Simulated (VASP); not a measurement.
The system is Cl.

```
Cl
1.0
     2.29253   -3.10326    0.04257
     2.29253    3.10326    0.04257
    -1.42397    0.00000    2.04025
Cl
1
Direct
  0.50000 0.50000 0.50000
```

This cell differs from its parent crystal: I replaced by Cl, lengths x 0.840, strained.

Base run:

```yaml
Program: VASP 6.6.1
Functional: PBEsol
Potentials_or_basis: VASP PAW PBE potentials, release 64 (Cl)
Cutoff: 520 eV
k_mesh: 14 × 14 × 20
Occupations: gaussian, width 0.1 eV
Spin: no spin polarisation
```

Its results: band gap on the k mesh zero (an odd number of electrons rules out a gap without spin polarisation); pressure -5.1 GPa.

Q: The run is repeated on the same cell with these changes: k mesh from 14 × 14 × 20 to 6 × 6 × 8; further incar settings from ALGO = Fast; EDIFF = 1e-06; NBANDS = 10 to ALGO = Normal; EDIFF = 1e-06; NBANDS = 10. What comes out?

A: Band gap on the k mesh zero (an odd number of electrons rules out a gap without spin polarisation); pressure -5.7 GPa.

Caveats: some runs use coarse meshes; the PAW data sets were made with another functional, which shifts forces and pressure a little; an odd number of electrons without spin polarisation forces a metal; a magnetic or distorted state may lie lower; the stress differs along the axes, from -10 to 0 GPa (at least some runs).
